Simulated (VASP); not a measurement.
# CsV3: single point with PBE

CsV3:

```
CELL_PARAMETERS angstrom
4.12042 0.00000 0.00000
0.00000 4.12042 0.00000
0.00000 0.00000 4.12042
ATOMIC_POSITIONS crystal
Cs 0.00000 0.00000 0.00000
V 0.00000 0.50000 0.50000
V 0.50000 0.00000 0.50000
V 0.50000 0.50000 0.00000
```

```json
{"Program": "VASP 6.6.1", "Task": "single point", "Functional": "PBE", "Potentials or basis": "VASP PAW PBE potentials, release 64 (Cs_sv, V_sv)", "Cutoff": "520 eV", "k mesh": "12 × 12 × 12", "Occupations": "gaussian, width 0.1 eV", "Spin": "no spin polarisation"}
```

The pressure is 1.4 GPa and the band gap on the k mesh is zero (bands 24 and 25 overlap by 0.71 eV).

Levels at points of the mesh, in eV from the Fermi level:
```
           k point  band 22  band 23  band 24  band 25  band 26  band 27
(0.00, 0.00, 0.00)    -2.28    -1.69     0.13     0.13     0.13     1.39
(0.50, 0.00, 0.00)    -0.92    -0.90    -0.85    -0.06    -0.06     0.53
(0.50, 0.50, 0.00)    -0.82    -0.39    -0.09     0.15     0.15     0.17
(0.50, 0.50, 0.50)    -0.46    -0.46    -0.29     0.15     0.15     0.15
```

It took 2.5 min on 1 thread of Oxide Virtual Turin-like Processor (shared host), peak memory 0.25 GiB.

Caveat: spin-orbit coupling is left out, which moves the levels of the heavy elements.
